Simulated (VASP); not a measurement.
# Co (P6_3/mmc) in VASP: a series of runs

Co is run at these levels: PBE; tasks: single point.

Program: VASP 6.6.1. These are calculated values, not measurements. Logs are shortened: lines on timing, memory, paths and dates and some standing lists are left out, and cuts for length are marked.

### Step 1. The cell of the first run

The structure is hexagonal, space group P6_3/mmc (No. 194). Conventional cell: a = 2.507 Å, b = 2.507 Å, c = 4.070 Å, α = 90.00°, β = 90.00°, γ = 120.00°. Co (site symmetry -6m2) has 12 Co at 2.50 to 2.51 Å within 3.3 Å.

### Step 2. Single point, PBE, collinear spin, ferromagnetic start

INCAR reads:

```
ALGO = Normal
EDIFF = 1E-7
ENCUT = 520
GGA = PE
ISIF = 2
ISMEAR = -1
ISPIN = 2
LASPH = T
LCHARG = T
LELF = T
LMAXMIX = 4
LORBIT = 11
LREAL = F
LVHAR = T
LWAVE = F
MAGMOM = 2 2 2 2
NBANDS = 30
NELM = 150
PREC = Accurate
SIGMA = 0.08
```

KPOINTS reads:

```
k-points
0
Gamma
  12 12 12
```

POSCAR reads:

```
Co
1.0
    2.5074000000      0.0000000000      0.0000000000
    0.0000000000      4.3429441948      0.0000000000
    1.2537000000      2.1714720974      4.0699000000
Co
4
Direct
    0.8750000000      0.2083333334      0.2500000000
    0.3750000000      0.7083333334      0.2500000000
    0.1250000000      0.7916666666      0.7500000000
    0.6250000000      0.2916666666      0.7500000000
```

Potentials or basis: VASP PAW PBE potentials, release 64 (Co).

On the command line:

```sh
> cat potpaw_PBE.64/Co/POTCAR > POTCAR
> mpirun -np 1 vasp_std > vasp.out
```

OUTCAR:

```text
EDIFF = 1E-7
   ENCUT = 520
   GGA = PE
   ISIF = 2
   ISMEAR = -1
   ISPIN = 2
   LASPH = T
   LORBIT = 11
   LREAL = F
   NELM = 150
   PREC = Accurate

 ion  position               nearest neighbor table
   1  0.875  0.208  0.250-   3 2.50   4 2.50   3 2.50   4 2.50   4 2.50   3 2.50   2 2.51   2 2.51
                             2 2.51   2 2.51
   2  0.375  0.708  0.250-   4 2.50   3 2.50   3 2.50   4 2.50   3 2.50   4 2.50   1 2.51   1 2.51
                             1 2.51   1 2.51
   3  0.125  0.792  0.750-   2 2.50   1 2.50   1 2.50   1 2.50   2 2.50   2 2.50   4 2.51   4 2.51
                             4 2.51   4 2.51
   4  0.625  0.292  0.750-   1 2.50   2 2.50   2 2.50   2 2.50   1 2.50   1 2.50   3 2.51   3 2.51
                             3 2.51   3 2.51

  LATTYP: Found a body centered orthorhombic cell.
 ALAT       =     2.5074000000
 B/A-ratio  =     1.7320508075
 C/A-ratio  =     3.2463109197

  Lattice vectors:

 A1 = (   1.2537000000,   2.1714720974,  -4.0699000000)
 A2 = (  -1.2537000000,  -2.1714720974,  -4.0699000000)
 A3 = (  -1.2537000000,   2.1714720974,   4.0699000000)

Analysis of symmetry for initial positions (statically):
=====================================================================
 Subroutine PRICEL returns following result:

  LATTYP: Found a hexagonal cell.
 ALAT       =     2.5074000000
 C/A-ratio  =     1.6231554598
[... 12 lines left out ...]
 Subroutine GETGRP returns: Found  8 space group operations
 (whereof  4 operations were pure point group operations)
 out of a pool of  8 trial point group operations.

The static configuration has the point symmetry C_2h.
 The point group associated with its full space group is D_2h.

Analysis of symmetry for dynamics (positions and initial velocities):
=====================================================================
 Subroutine PRICEL returns following result:

  LATTYP: Found a hexagonal cell.
 ALAT       =     2.5074000000
 C/A-ratio  =     1.6231554598
[... 12 lines left out ...]
 Subroutine GETGRP returns: Found  8 space group operations
 (whereof  4 operations were pure point group operations)
 out of a pool of  8 trial point group operations.

The dynamic configuration has the point symmetry C_2h.
 The point group associated with its full space group is D_2h.

Analysis of structural, dynamic, and magnetic symmetry:
=====================================================================
 Subroutine PRICEL returns following result:

  LATTYP: Found a hexagonal cell.
 ALAT       =     2.5074000000
 C/A-ratio  =     1.6231554598
[... 143 lines left out ...]
   LHFCALC =     F    Hartree Fock is set to
   AEXX    =    0.0000 exact exchange contribution
   IVDW    =     0    specifies the selected vdW correction
   LEPSILON=     F    determine dielectric tensor
   LRPA    =     F    only Hartree local field effects (RPA)
 spin polarized calculation
  energy-cutoff  :      520.00
  volume of cell :       44.32
 maximum number of plane-waves:      1212
   NGX =  9   NGY = 17   NGZ = 17

 number of electron      36.0000006 magnetization       6.5194104

 Free energy of the ion-electron system (eV)
  ---------------------------------------------------
  ext. energy  EPLUGINS =         0.00000000
  ---------------------------------------------------
  free energy    TOTEN  =       -28.16220007 eV

  energy without entropy =      -28.08193585  energy(sigma->0) =      -28.12206796

 E-fermi :   9.9587     XC(G=0): -13.2811

 val. band max:        9.9579490596   @ k =  -0.2500   0.2500   0.0833
 cond. band min:       9.9593241451   @ k =   0.1667   0.1667   0.0000
 fundamental gap:      0.0013750855
 Fermi energy:         9.9587137963

 spin component 1

 k-point     1 :       0.0000    0.0000    0.0000
  band No.  band energies     occupation
      1       1.1762      1.00000
      2       4.9239      1.00000
      3       5.0814      1.00000
      4       5.0814      1.00000
      5       6.2655      1.00000
      6       6.2655      1.00000
[... 781 lines left out ...]
     29      21.5917      0.00000
     30      22.8290      0.00000

 [... further k-points ...]

 spin component 2

 k-point     1 :       0.0000    0.0000    0.0000
  band No.  band energies     occupation
      1       1.1690      1.00000
      2       5.8730      1.00000
      3       6.1147      1.00000
      4       6.1147      1.00000
      5       7.6709      1.00000
      6       7.6709      1.00000
[... 781 lines left out ...]
     29      22.0522      0.00000
     30      23.2864      0.00000

 [... further k-points ...]

------------------------ aborting loop because EDIFF is reached ----------------------------------------

  FORCE on cell =-STRESS in cart. coord.  units (eV):
  Direction    XX          YY          ZZ          XY          YZ          ZX
  --------------------------------------------------------------------------------------
  -------------------------------------------------------------------------------------
  Total       -1.0734882     -1.1743453     -1.4049686      0.0000000     -0.0000000      0.0000000
  in kB      -38.8075528    -42.4536262    -50.7908630      0.0000000     -0.0000000      0.0000000
  external PRESSURE =     -44.0173473 kB  Pullay stress =       0.0000000 kB

 VOLUME and BASIS-vectors are now :
 -----------------------------------------------------------------------------
  energy-cutoff  :      520.00
  volume of cell :       44.32
      direct lattice vectors                 reciprocal lattice vectors
     2.507400000  0.000000000  0.000000000     0.398819494  0.000000000 -0.122853141
     0.000000000  4.342944195  0.000000000     0.000000000  0.230258542 -0.122853141
     1.253700000  2.171472097  4.069900000     0.000000000  0.000000000  0.245706283

 POSITION                                       TOTAL-FORCE (eV/Angst)
 -----------------------------------------------------------------------------------
      2.50740      1.44765      1.01747         0.000000     -0.000783      0.000000
      1.25370      3.61912      1.01747        -0.000000     -0.000783     -0.000000
      1.25370      5.06677      3.05242         0.000000      0.000783     -0.000000
      2.50740      2.89530      3.05242         0.000000      0.000783      0.000000
 -----------------------------------------------------------------------------------
    total drift:                                0.000000      0.000000      0.000000

  FREE ENERGIE OF THE ION-ELECTRON SYSTEM (eV)
  ---------------------------------------------------
  free  energy   TOTEN  =       -28.1622000747 eV

  energy  without entropy=      -28.0819358523  energy(sigma->0) =      -28.12206796

 total charge

# of ion       s       p       d       tot
------------------------------------------
    1        0.480   0.504   7.248   8.232
    2        0.480   0.504   7.248   8.232
    3        0.480   0.504   7.248   8.232
    4        0.480   0.504   7.248   8.232
--------------------------------------------------
tot          1.921   2.015  28.994  32.930

 magnetization (x)

# of ion       s       p       d       tot
------------------------------------------
    1       -0.014  -0.053   1.721   1.654
    2       -0.014  -0.053   1.721   1.654
    3       -0.014  -0.053   1.721   1.654
    4       -0.014  -0.053   1.721   1.654
--------------------------------------------------
tot         -0.057  -0.212   6.884   6.614
```

OSZICAR:

```text
N       E                     dE             d eps       ncg     rms          rms(c)
DAV:   1     0.236262046555E+03    0.23626E+03   -0.15667E+04 33776   0.162E+03
DAV:   2    -0.177597298330E+02   -0.25402E+03   -0.23686E+03 33624   0.309E+02
DAV:   3    -0.321175227428E+02   -0.14358E+02   -0.13493E+02 37068   0.994E+01
DAV:   4    -0.323385759253E+02   -0.22105E+00   -0.22083E+00 38560   0.125E+01
DAV:   5    -0.323481367948E+02   -0.95609E-02   -0.95604E-02 49460   0.192E+00    0.207E+01
DAV:   6    -0.290481312216E+02    0.33000E+01   -0.26641E+01 37266   0.755E+01    0.102E+01
DAV:   7    -0.282234543587E+02    0.82468E+00   -0.39639E+00 37440   0.288E+01    0.533E+00
DAV:   8    -0.281921231866E+02    0.31331E-01   -0.51896E-02 43620   0.181E+00    0.242E+00
DAV:   9    -0.281630198134E+02    0.29103E-01   -0.12007E-02 49164   0.131E+00    0.680E-01
DAV:  10    -0.281623450644E+02    0.67475E-03   -0.16076E-03 44102   0.385E-01    0.272E-01
DAV:  11    -0.281622010546E+02    0.14401E-03   -0.45194E-04 46474   0.249E-01    0.463E-02
DAV:  12    -0.281622027371E+02   -0.16824E-05   -0.43029E-05 37132   0.582E-02    0.259E-02
DAV:  13    -0.281622008768E+02    0.18603E-05   -0.42331E-06 54084   0.193E-02    0.111E-02
DAV:  14    -0.281622010403E+02   -0.16354E-06   -0.10887E-06 36188   0.913E-03    0.520E-03
DAV:  15    -0.281621999879E+02    0.10524E-05   -0.41619E-08 21480   0.231E-03    0.141E-03
DAV:  16    -0.281622000747E+02   -0.86813E-07   -0.15130E-08 19560   0.134E-03
   1 F= -.28162200E+02 E0= -.28122068E+02  d E =-.802642E-01  mag=     6.5193
```

Wall time 5.3 min (1 thread of Intel Xeon 6975P-C (Granite Rapids), shared host); peak memory 0.55 GiB.

What came out:

```yaml
Free_energy: -28.1622 eV
Pressure: -4.4 GPa
Net_moment: 6.52 μB per cell
Site_moments: Co +1.65 μB
Valence_electrons_inside_the_program's_atomic_spheres: Co 8.23
```

Caveat: the cell stands under tension.

### Step 3. Single point, PBE

INCAR reads:

```
ALGO     = Normal         # electronic algorithm
EDIFF    = 1E-6           # SCF threshold, eV
ENCUT    = 520            # plane-wave cutoff, eV
GGA      = PE             # functional
ISIF     = 2              # what is computed and relaxed
ISMEAR   = -1             # smearing method
LASPH    = True           # aspherical terms in the spheres
LCHARG   = False          # write CHGCAR
LREAL    = False          # projectors in reciprocal space
LWAVE    = False          # write WAVECAR
NBANDS   = 26             # bands
NELM     = 80             # most SCF steps
PREC     = Accurate       # precision mode
SIGMA    = 0.08           # smearing width, eV
```

KPOINTS is that of step 2.

POSCAR is that of step 2.

Potentials or basis: VASP PAW PBE potentials, release 64 (Co).

On the command line:

```sh
> cat potpaw_PBE.64/Co/POTCAR > POTCAR
> mpirun -np 1 vasp_std > vasp.out
```

It took 4.3 min on 1 thread of AMD EPYC 7R43 (Zen 3), shared host; peak memory 0.3 GiB.

Results (log left out):

```
Free energy            : -27.2416 eV
Pressure               : -14.9 GPa
Band gap on the k mesh : zero (bands 18 and 19 overlap by 0.85 eV)
```

Stress tensor (GPa, compression positive):
```
-14.16   0.00   0.00
  0.00 -14.26   0.00
  0.00   0.00 -16.19
```

Levels at points of the mesh, in eV from the Fermi level:
| k point | band 14 | band 15 | band 16 | band 17 | band 18 | band 19 | band 20 | band 21 | band 22 | band 23 |
| --- | --- | --- | --- | --- | --- | --- | --- | --- | --- | --- |
| (0.00, 0.00, 0.00) | -0.88 | -0.88 | -0.29 | -0.29 | -0.03 | 0.10 | 0.10 | 0.33 | 0.33 | 1.87 |
| (0.50, 0.00, 0.00) | -1.33 | -0.42 | -0.42 | -0.18 | -0.18 | 0.37 | 0.37 | 1.96 | 1.96 | 5.23 |
| (0.00, 0.50, 0.00) | -1.38 | -0.78 | -0.78 | -0.57 | -0.57 | -0.51 | -0.51 | 0.13 | 0.13 | 2.22 |
| (0.50, 0.50, 0.00) | -0.29 | -0.29 | 0.25 | 0.33 | 0.34 | 0.34 | 0.39 | 1.86 | 1.87 | 1.87 |
| (0.00, 0.00, 0.50) | -1.70 | -1.35 | -0.21 | -0.21 | -0.21 | -0.21 | 0.25 | 0.33 | 0.39 | 1.86 |

Caveat: the cell stands under tension; the run has no spin polarisation, though such a crystal can be magnetic.

### Step 4. Single point, PBE, collinear spin, ferrimagnetic start

INCAR reads:

```
SYSTEM = Co
  ALGO = Normal
  EDIFF = 1E-6
  ENCUT = 520
  GGA = PE
  ISIF = 2
  ISMEAR = -1
  ISPIN = 2
  LASPH = .True.
  LCHARG = .False.
  LMAXMIX = 4
  LORBIT = 11
  LREAL = .False.
  LWAVE = .False.
  MAGMOM = 1.7 1.7 1.7 -1.7
  NBANDS = 30
  NELM = 150
  PREC = Accurate
  SIGMA = 0.08
```

KPOINTS reads:

```
k-points
0
Gamma
  12 12 12
  0 0 0
```

POSCAR is that of step 3.

On the command line:

```sh
> cat potpaw_PBE.64/Co/POTCAR > POTCAR
> mpirun -np 1 vasp_std > vasp.out
```

Wall time 24 min (1 thread of Oxide Virtual Turin-like, shared host); peak memory 0.51 GiB.

It converged, with:

* Free energy: -28.1622 eV
* Pressure: -4.5 GPa
* Net moment: 6.52 μB per cell
* Site moments: Co +1.65 μB
* Valence electrons inside the program's atomic spheres: Co 8.23

Stress tensor (GPa, compression positive):
```
-3.93  0.00  0.00
 0.00 -4.30  0.00
 0.00  0.00 -5.13
```

Levels at points of the mesh, in eV from the Fermi level:
Spin up:
| k point | band 17 | band 18 | band 19 | band 20 | band 21 | band 22 | band 23 | band 24 | band 25 | band 26 |
| --- | --- | --- | --- | --- | --- | --- | --- | --- | --- | --- |
| (0.00, 0.00, 0.00) | -1.08 | -0.87 | -0.87 | -0.64 | -0.64 | -0.10 | 1.57 | 1.57 | 6.11 | 7.08 |
| (0.50, 0.00, 0.00) | -1.12 | -1.12 | -0.60 | -0.60 | 1.26 | 1.26 | 4.84 | 4.84 | 8.77 | 8.77 |
| (0.00, 0.50, 0.00) | -1.50 | -1.50 | -1.42 | -1.42 | -0.85 | -0.85 | 1.60 | 1.60 | 10.43 | 10.43 |
| (0.50, 0.50, 0.00) | -0.66 | -0.65 | -0.64 | -0.59 | 1.25 | 1.57 | 1.57 | 3.22 | 7.08 | 7.08 |
| (0.00, 0.00, 0.50) | -1.17 | -1.17 | -1.17 | -0.73 | -0.66 | -0.59 | 1.25 | 3.22 | 9.50 | 10.12 |
Spin down:
| k point | band 11 | band 12 | band 13 | band 14 | band 15 | band 16 | band 17 | band 18 | band 19 | band 20 |
| --- | --- | --- | --- | --- | --- | --- | --- | --- | --- | --- |
| (0.00, 0.00, 0.00) | -0.56 | -0.17 | -0.13 | -0.13 | -0.03 | -0.03 | 0.26 | 0.26 | 1.04 | 1.04 |
| (0.50, 0.00, 0.00) | -1.25 | -1.25 | -0.57 | -0.57 | 0.46 | 0.46 | 0.72 | 0.72 | 1.30 | 1.30 |
| (0.00, 0.50, 0.00) | -0.72 | -0.72 | -0.56 | -0.56 | 0.06 | 0.06 | 0.30 | 0.31 | 0.35 | 0.35 |
| (0.50, 0.50, 0.00) | -0.60 | -0.03 | -0.03 | 0.26 | 0.26 | 1.17 | 1.26 | 1.27 | 1.28 | 1.33 |
| (0.00, 0.00, 0.50) | -0.97 | -0.97 | -0.96 | -0.96 | -0.59 | 0.71 | 0.71 | 0.71 | 0.71 | 1.17 |

Caveat: the cell stands under tension.

### Step 5. Single point, PBE, collinear spin, ferromagnetic start

INCAR reads:

```
SYSTEM = Co
PREC = Accurate
ENCUT = 520
EDIFF = 1E-6
ISMEAR = -1
SIGMA = 0.08
LREAL = .False.
LASPH = .True.
NELM = 150
ALGO = Normal
ISIF = 2
LWAVE = .False.
LCHARG = .True.
ISPIN = 2
MAGMOM = 1.7 1.7 1.7 1.7
LORBIT = 11
LMAXMIX = 4
GGA = PE
LELF = .True.
LVHAR = .True.
NBANDS = 30
```

KPOINTS reads:

```
Automatic mesh
0
Gamma
  12 12 12
  0 0 0
```

POSCAR is that of step 4.

On the command line:

```sh
> cat potpaw_PBE.64/Co/POTCAR > POTCAR
> mpirun -np 1 vasp_std > vasp.out
```

Run time: 17 min. Hardware: 1 thread of Oxide Virtual Turin-like, shared host; peak memory 0.51 GiB.

Results (log left out):

- Free energy: -28.1622 eV
- Pressure: -4.5 GPa
- Net moment: 6.52 μB per cell
- Site moments: Co +1.65 μB
- Valence electrons inside the program's atomic spheres: Co 8.23

Stress tensor (GPa, compression positive):
```
-3.93  0.00  0.00
 0.00 -4.30  0.00
 0.00  0.00 -5.13
```

Levels at points of the mesh, in eV from the Fermi level:
Spin up:
| k point | band 19 | band 20 | band 21 | band 22 | band 23 | band 24 |
| --- | --- | --- | --- | --- | --- | --- |
| (0.00, 0.00, 0.00) | -0.87 | -0.64 | -0.64 | -0.10 | 1.57 | 1.57 |
| (0.50, 0.00, 0.00) | -0.60 | -0.60 | 1.26 | 1.26 | 4.84 | 4.84 |
| (0.00, 0.50, 0.00) | -1.42 | -1.42 | -0.84 | -0.84 | 1.60 | 1.60 |
| (0.50, 0.50, 0.00) | -0.64 | -0.59 | 1.25 | 1.57 | 1.57 | 3.22 |
| (0.00, 0.00, 0.50) | -1.17 | -0.73 | -0.66 | -0.59 | 1.25 | 3.22 |
Spin down:
```csv
k point,band 13,band 14,band 15,band 16,band 17,band 18
"(0.00, 0.00, 0.00)",-0.13,-0.13,-0.03,-0.03,0.26,0.26
"(0.50, 0.00, 0.00)",-0.57,-0.57,0.46,0.46,0.72,0.72
"(0.00, 0.50, 0.00)",-0.56,-0.56,0.06,0.06,0.31,0.31
"(0.50, 0.50, 0.00)",-0.03,0.26,0.26,1.17,1.26,1.26
"(0.00, 0.00, 0.50)",-0.96,-0.96,-0.59,0.71,0.71,0.71
```

Caveat: the cell stands under tension.

### Step 6. The runs side by side

```csv
spin,gap on the mesh (eV),pressure (GPa),moment (μB)
"collinear, ferromagnetic start",none,-4.5,6.52
off,none,-14.9,-
"collinear, ferrimagnetic start",none,-4.5,6.52
```

Alike in all rows: task single point; level PBE; potentials or basis VASP PAW PBE potentials, release 64 (Co); cell as given; k mesh 12 × 12 × 12; cutoff (eV) 520; smearing fermi-dirac 0.08 eV.

Caveats: the cell stands under tension.

Absolute energies hang on the potentials; compare differences alone.
